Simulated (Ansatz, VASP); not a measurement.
## One calculation of CuB5, two programs

```
Cu B
1.0
     3.77486    0.00000    0.00000
    -1.88743    3.26912    0.00000
     0.00000    0.00000    4.21793
Cu B
1 5
Direct
  0.00000 0.00000 0.50000
  0.50000 0.00000 0.50000
  0.00000 0.50000 0.50000
  0.50000 0.50000 0.50000
  0.33333 0.66667 0.00000
  0.66667 0.33333 0.00000
```

Alike in both runs: functional PBE; k mesh 6 × 6 × 4; occupations gaussian, width 0.1 eV; no spin polarisation.

Ansatz relaxed the structure, and its values are those at the end. VASP's run is a single point on that final structure, the one shown.

|  | VASP | Ansatz |
| --- | --- | --- |
| version | VASP 6.6.1 | Ansatz 0.2.0 |
| potentials or method | VASP PAW PBE potentials, release 64 (Cu, B), cutoff 520 eV | scalar-relativistic, plane waves, PAW |
| valence electrons in the cell | 26 | 34 |

|  | VASP | Ansatz | Ansatz less VASP |
| --- | --- | --- | --- |
| gap on the k mesh at the Fermi level (eV) | none | none | - |
| pressure (GPa) | 0.0 | 0.0 | +0.07 |

A gap of «none» marks a metal or a gap that the smearing closes. The functional is the same, so the differences come from potentials, cutoffs and numerics. VASP's potentials hold 26 valence electrons a cell and Ansatz's 34, so a difference there can come from the potentials and not from the codes.

The k mesh is coarse, so the values compare programs but aren't converged.
